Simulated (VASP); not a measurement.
Wanted: the native input for a VASP 6.6.1 run.

| Property | Result |
| --- | --- |
| Task | single point |
| Functional | r2SCAN |
| Potentials or basis | VASP PAW PBE potentials, release 64 (Ru_pv) |
| Cutoff | 520 eV |
| k mesh | 18 × 18 × 18 |
| Occupations | gaussian, width 0.1 eV |
| Spin | no spin polarisation |
| Dipole correction | no |
| Further INCAR settings | ALGO = Normal; EDIFF = 1e-06; NBANDS = 13 |

Crystal: Ru.

```
CELL_PARAMETERS angstrom
0.00000 1.89229 1.89229
1.89229 0.00000 1.89229
1.89229 1.89229 0.00000
ATOMIC_POSITIONS crystal
Ru 0.00000 0.00000 0.00000
```

This isn't the form of Ru at room conditions, which is hcp.

One way to write it, as run:

POSCAR

```
Ru
1.0
    0.0000000000      1.8922865730      1.8922865730
    1.8922865730      0.0000000000      1.8922865730
    1.8922865730      1.8922865730      0.0000000000
Ru
1
Direct
    0.0000000000      0.0000000000      0.0000000000
```

INCAR.step1

```
SYSTEM = Ru
PREC = Accurate ; ENCUT = 520
ISMEAR = 0 ; SIGMA = 0.1
LREAL = .FALSE. ; LASPH = .TRUE.
NELM = 100 ; NBANDS = 13
GGA = PE ; ALGO = Normal
EDIFF = 1E-4 ; LWAVE = .TRUE.
LCHARG = .FALSE.
```

INCAR.step2

```
SYSTEM = Ru
PREC = Accurate ; ENCUT = 520
EDIFF = 1E-6 ; ISMEAR = 0
SIGMA = 0.1 ; LREAL = .FALSE.
LASPH = .TRUE. ; NELM = 100
ALGO = Normal ; ISIF = 2
LWAVE = .FALSE. ; LCHARG = .FALSE.
METAGGA = R2SCAN ; LMIXTAU = .TRUE.
NBANDS = 13 ; ISTART = 1
```

KPOINTS

```
Automatic mesh
0
G
  18 18 18
  0 0 0
```

Potentials or basis: VASP PAW PBE potentials, release 64 (Ru_pv).

Run with:

```console
$ cat potpaw_PBE.64/Ru_pv/POTCAR > POTCAR
$ cp INCAR.step1 INCAR
$ mpirun -np 1 vasp_std > vasp.out
$ cp INCAR.step2 INCAR
$ mpirun -np 1 vasp_std > vasp.out
```

Results of the run:

| Property | Result |
| --- | --- |
| Pressure | 1.5 GPa |
| Band gap on the k mesh | zero (bands 7 and 8 overlap by 3.60 eV) |

Caveat: an empty level that is flat over the whole mesh can mark a ghost state of the potentials, or a narrow d or f band; the PAW data sets were made with another functional, which shifts forces and pressure a little.

It took 110 s on 1 thread of Intel Xeon 8259CL, on a shared host, peak memory 0.15 GiB.
